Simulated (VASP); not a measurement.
Input of a VASP 6.6.1 run:

File INCAR:

```
SYSTEM = NiO
  ALGO = Normal
  EDIFF = 1E-7
  ENCUT = 520
  GGA = PE
  ISIF = 2
  ISMEAR = -1
  LASPH = .True.
  LCHARG = .True.
  LELF = .True.
  LREAL = .False.
  LVHAR = .True.
  LWAVE = .False.
  NBANDS = 15
  NELM = 100
  PREC = Accurate
  SIGMA = 0.05
```

File KPOINTS:

```
k-points
0
Gamma
  11 11 11
  0 0 0
```

POSCAR

```
NiO
1.0
    0.0000000000      2.0859016414      2.0859016414
    2.0859016414      0.0000000000      2.0859016414
    2.0859016414      2.0859016414      0.0000000000
Ni O
1 1
Direct
    0.0000000000      0.0000000000      0.0000000000
    0.5000000000      0.5000000000      0.5000000000
```

Potentials or basis: VASP PAW PBE potentials, release 64 (Ni, O).

The run is started by

```console
$ cat potpaw_PBE.64/Ni/POTCAR potpaw_PBE.64/O/POTCAR > POTCAR
$ mpirun -np 1 vasp_std > vasp.out
```

Task: Estimate the pressure.

Result: -1.5 GPa.

Task: What does it give for the band gap on the k mesh?

Result: Zero (band 8 reaches 9.17 eV, above the bottom of band 9 at 6.38 eV).

Caveat: the run has no spin polarisation, though such a crystal can be magnetic; semilocal functionals often make such compounds metallic where correlation or magnetic order opens a gap, which also shifts bond lengths. Spin polarisation is off, so any magnetic state and its effect on volume and gap are missing.

**What was measured.**

From “Local correlations, non-local screening, multiplets, and band formation in NiO”, 2012, arxiv:1210.6675, for a bulk crystal of NiO: band gap 4.3 eV.

Measured gap of NiO: 4.3 eV (quoted in “Local correlations, non-local screening, multiplets, and band formation in NiO”, 2012, arxiv:1210.6675). This calculation gives 0.00 eV (-4.30 eV). So large a miss can be the level of theory's own, or it may mean another phase, state or a wrong row. The value is that of PBE on a finite k mesh, which can miss the band edges, without temperature or zero-point motion. Semilocal functionals fall short of measured gaps as a rule.
